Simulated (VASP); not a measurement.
## CdS: single point with PBE

Crystal: CdS.

```
Cd S
1.0
     4.23852    0.00000    0.00000
    -2.11926    3.67066    0.00000
     0.00000    0.00000    6.89552
Cd S
2 2
Direct
  0.33333 0.66667 0.99920
  0.66667 0.33333 0.49920
  0.33333 0.66667 0.37580
  0.66667 0.33333 0.87580
```

```
Program                : VASP 6.6.1
Task                   : single point
Functional             : PBE
Potentials or basis    : VASP PAW PBE potentials, release 64 (Cd, S)
Cutoff                 : 520 eV
k mesh                 : 6 × 6 × 4
Occupations            : gaussian, width 0.02 eV
Spin                   : no spin polarisation
Dipole correction      : no
Further INCAR settings : ALGO = Normal; EDIFF = 1e-06; NBANDS = 26
```

```
Pressure               : -1.2 GPa
Band gap on the k mesh : 1.04 eV
```

Levels at points of the mesh, in eV from the valence-band top:
```csv
k point,band 14,band 15,band 16,band 17,band 18,band 19,band 20,band 21,band 22,band 23
"(0.00, 0.00, 0.00)",-0.66,-0.66,-0.03,0.00,0.00,1.04,2.69,6.48,6.48,6.77
"(0.50, 0.00, 0.00)",-3.23,-2.33,-1.63,-1.12,-0.65,3.55,3.86,5.13,6.15,7.02
"(0.00, 0.00, 0.50)",-2.30,-0.34,-0.34,-0.34,-0.34,2.68,2.68,6.10,6.10,6.81
"(0.50, 0.00, 0.50)",-3.77,-1.17,-1.17,-1.16,-1.16,3.42,3.42,5.33,5.33,7.71
```

Wall time 77 s on 1 thread of Intel Xeon 8259CL (shared host), peak memory 0.24 GiB.
